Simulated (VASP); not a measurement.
Wanted: the native input for a VASP 6.6.1 run.

```
Task                   : single point
Functional             : PBE
Potentials or basis    : VASP PAW PBE potentials, release 64 (Cs_sv, Ti_sv)
Cutoff                 : 520 eV
k mesh                 : 3 × 3 × 2
Occupations            : gaussian, width 0.1 eV
Spin                   : no spin polarisation
Dipole correction      : no
Further INCAR settings : ALGO = Normal; EDIFF = 1e-06; NBANDS = 32
```

The structure of Cs4Ti lies in POSCAR:

```
Cs4Ti
1.0
    5.7882295400      0.0000000000      0.0000000000
   -2.8941147700      5.0127538200      0.0000000000
    0.0000000000      0.0000000000      8.0556070300
Cs Ti
4 1
Direct
    0.3333333300      0.6666666700      0.7831281500
    0.3333333300      0.6666666700      0.2168718500
    0.6666666700      0.3333333300      0.2168718500
    0.6666666700      0.3333333300      0.7831281500
    0.0000000000      0.0000000000      0.0000000000
```

The cell was built from a structure type or drawn by symmetry, and may not be a known phase.

These files were run (other wordings do the same):

INCAR

```
SYSTEM = Cs4Ti
PREC = Accurate ; ENCUT = 520
EDIFF = 1E-6 ; ISMEAR = 0
SIGMA = 0.1 ; LREAL = .FALSE.
LASPH = .TRUE. ; NELM = 60
ALGO = Normal ; ISIF = 2
LWAVE = .FALSE. ; LCHARG = .FALSE.
GGA = PE ; NBANDS = 32
```

KPOINTS

```
regular mesh
0
G
  3 3 2
  0 0 0
```

Potentials or basis: VASP PAW PBE potentials, release 64 (Cs_sv, Ti_sv).

Run with:

```sh
$ cat potpaw_PBE.64/Cs_sv/POTCAR potpaw_PBE.64/Ti_sv/POTCAR > POTCAR
$ mpirun -np 1 vasp_std > vasp.out
```

It gave:

```json
{"Pressure": "4.8 GPa", "Largest force": "0.640 eV/Å", "Band gap on the k mesh": "zero (bands 24 and 25 overlap by 0.07 eV)"}
```

Caveat: the k points lie up to 0.42 Å⁻¹ apart; spin-orbit coupling is left out, which moves the levels of the heavy elements.

Run time: 3.2 min on 1 thread of Oxide Virtual Turin-like Processor, with other jobs on the host, peak memory 0.33 GiB.
